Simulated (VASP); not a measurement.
InP: single point with PBE

InP:

```
CELL_PARAMETERS angstrom
0.00000 2.94024 2.94024
2.94024 0.00000 2.94024
2.94024 2.94024 0.00000
ATOMIC_POSITIONS crystal
In 0.00000 0.00000 0.00000
P 0.75000 0.75000 0.75000
```

| Property | Result |
| --- | --- |
| Program | VASP 6.6.1 |
| Task | single point |
| Functional | PBE |
| Potentials or basis | VASP PAW PBE potentials, release 64 (In_d, P) |
| Cutoff | 520 eV |
| k mesh | 10 × 10 × 10 |
| Occupations | gaussian, width 0.05 eV |
| Spin | no spin polarisation |

```yaml
Pressure: 2.6 GPa
Band_gap_on_the_k_mesh: 0.66 eV
```

Levels at points of the mesh, in eV from the valence-band top:
| k point | band 6 | band 7 | band 8 | band 9 | band 10 | band 11 | band 12 | band 13 |
| --- | --- | --- | --- | --- | --- | --- | --- | --- |
| (0.00, 0.00, 0.00) | -11.45 | 0.00 | 0.00 | 0.00 | 0.66 | 4.09 | 4.09 | 4.09 |
| (0.50, 0.00, 0.00) | -9.76 | -5.68 | -0.96 | -0.96 | 1.48 | 4.81 | 4.81 | 7.08 |
| (0.50, 0.50, 0.00) | -9.12 | -5.71 | -2.29 | -2.29 | 1.78 | 2.27 | 9.15 | 9.53 |

It took 42 s on 1 thread of AMD EPYC 7R13, on a shared host, peak memory 0.16 GiB.

Caveat: spin-orbit coupling is left out, which moves the levels of the heavy elements. As with any semilocal functional, this PBE gap is likely too small.
